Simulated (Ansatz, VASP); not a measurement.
# Two plane-wave programs on KZnF3

```
K Zn F
1.0
     4.05000    0.00000    0.00000
     0.00000    4.05000    0.00000
     0.00000    0.00000    4.05000
K Zn F
1 1 3
Direct
  0.00000 0.00000 0.00000
  0.50000 0.50000 0.50000
  0.47381 0.47381 0.92593
  0.00000 0.50000 0.50000
  0.50000 0.00000 0.50000
```

Alike in both runs: task single point; functional r2SCAN; k mesh 6 × 6 × 6; occupations gaussian, width 0.05 eV; no spin polarisation.

|  | VASP | Ansatz |
| --- | --- | --- |
| version | VASP 6.6.1 | Ansatz 0.2.0 |
| potentials or method | VASP PAW PBE potentials, release 64 (K_sv, Zn, F), cutoff 520 eV | scalar-relativistic, plane waves, PAW |
| valence electrons in the cell | 42 | 42 |

VASP gave:

- gap on the k mesh at the Fermi level (eV): 4.28
- least direct gap on the mesh (eV): 6.14
- pressure (GPa): 5.9
- traceless stress, the component that is largest in VASP (GPa): 8.62
- rms of the force components (eV/Å): 1.669

Problem. Which values does Ansatz return?

Solution. gap on the k mesh at the Fermi level (eV): 4.34; least direct gap on the mesh (eV): 6.19; pressure (GPa): 5.4; traceless stress, the component that is largest in VASP (GPa): 8.12; rms of the force components (eV/Å): 1.561.

VASP's potentials were made for PBE, not for r2SCAN. Atom by atom the forces differ by 0.109 eV/Å (rms over components).
